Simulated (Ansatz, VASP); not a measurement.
One calculation of KTaO3, two programs

```xyz
5
Lattice="4.1052 0.0000 0.0000 0.0000 4.1052 0.0000 0.0000 0.0000 4.1052" Properties=species:S:1:pos:R:3 pbc="T T T"
K     2.0526    2.0526    2.0526
Ta    0.0000    0.0000    0.0000
O     0.0000    2.0526    0.0000
O     0.0000    0.0000    2.0526
O     2.0526    0.0000    0.0000
```

Alike in both runs: task single point; functional PBEsol; k mesh 8 × 8 × 8; occupations gaussian, width 0.02 eV; no spin polarisation.

|  | VASP | Ansatz |
| --- | --- | --- |
| version | VASP 6.6.1 | Ansatz 0.2.0 |
| potentials or method | VASP PAW PBE potentials, release 64 (K_sv, Ta_pv, O), cutoff 520 eV | scalar-relativistic, plane waves, PAW |
| valence electrons in the cell | 38 | 40 |

|  | VASP | Ansatz | Ansatz less VASP |
| --- | --- | --- | --- |
| gap on the k mesh at the Fermi level (eV) | 1.90 | 1.94 | +0.041 |
| least direct gap on the mesh (eV) | 2.54 | 2.58 | +0.034 |
| pressure (GPa) | -14.3 | -14.8 | -0.45 |

VASP's potentials were made for PBE, not for PBEsol. The functional is the same, so the differences come from potentials, cutoffs and numerics. VASP's potentials hold 38 valence electrons a cell and Ansatz's 40, so a difference there can come from the potentials and not from the codes.

Spin-orbit coupling is off throughout.
